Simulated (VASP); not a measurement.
A run of VASP 6.6.1:

The input INCAR:

```
PREC = Accurate
ENCUT = 520
EDIFF = 1E-7
ISMEAR = 0
SIGMA = 0.1
LREAL = F
LASPH = T
NELM = 80
ALGO = Fast
ISIF = 2
LWAVE = F
LCHARG = T
LDIPOL = T
IDIPOL = 3
DIPOL = 0.5 0.5 0.307
GGA = PE
LELF = T
LVHAR = T
LVACPOTAV = T
NBANDS = 69
```

File KPOINTS:

```
regular mesh
0
Gamma
  6 6 1
```

POSCAR

```
Pb8O
1.0
    7.1295023335      0.0000000000      0.0000000000
   -3.5647511668      6.1743301372      0.0000000000
    0.0000000000      0.0000000000     18.1234889141
Pb O
8 1
Direct
    0.3333333333      0.1666666667      0.2207080557
    0.3333333333      0.6666666667      0.2207080557
    0.8333333333      0.1666666667      0.2207080557
    0.8333333333      0.6666666667      0.2207080557
    0.1666666667      0.3333333333      0.3654643400
    0.1666666667      0.8333333333      0.3654643400
    0.6666666667      0.3333333333      0.3654643400
    0.6666666667      0.8333333333      0.3654643400
    0.5000000000      0.5000000000      0.4170259474
```

Potentials or basis: VASP PAW PBE potentials, release 64 (Pb_d, O).

Launch:

```sh
$ cat potpaw_PBE.64/Pb_d/POTCAR potpaw_PBE.64/O/POTCAR > POTCAR
$ mpirun -np 1 vasp_std > vasp.out
```

Hardware: 1 thread of Oxide Virtual Turin-like Processor, with other jobs on the host.

Task: How long does it take, and how much memory?

Result: Run time: 18 min on 1 thread of Oxide Virtual Turin-like Processor, with other jobs on the host, peak memory 0.92 GiB. Counts: scf iterations 25, k points 7.
